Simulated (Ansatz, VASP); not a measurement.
# One calculation of BaS, two programs

```xyz
2
Lattice="0.0000 3.2257 3.1938 3.2257 0.0000 3.1938 3.2257 3.2257 0.0000" Properties=species:S:1:pos:R:3 pbc="T T T"
Ba    0.0000    0.0000    0.0000
S     3.2257    3.2257    3.1938
```

Change from the starting cell: equal xx and yy strain of +1 %.

Alike in both runs: task single point; functional LDA; k mesh 7 × 7 × 7; occupations fermi-dirac, width 0.01 eV; no spin polarisation.

|  | VASP | Ansatz |
| --- | --- | --- |
| version | VASP 6.6.1 | Ansatz 0.2.0 |
| potentials or method | VASP PAW LDA potentials, release 64 (Ba_sv, S), cutoff 500 eV | all-electron LAPW, scalar-relativistic |

Ansatz gave:

```
gap on the k mesh at the Fermi level (eV)                     : 2.07
pressure (GPa)                                                : -3.2
traceless stress, the component that is largest in VASP (GPa) : 0.44
```

**Question.** What did VASP give for the same quantities?

**Answer.** gap on the k mesh at the Fermi level (eV): 1.97; pressure (GPa): -2.6; traceless stress, the component that is largest in VASP (GPa): 0.49.

LDA's correlation is that of Perdew and Zunger in VASP and of Perdew and Wang (1992) in Ansatz. Ansatz ran all-electron here, and VASP with PAW potentials.

Spin-orbit coupling is off throughout.
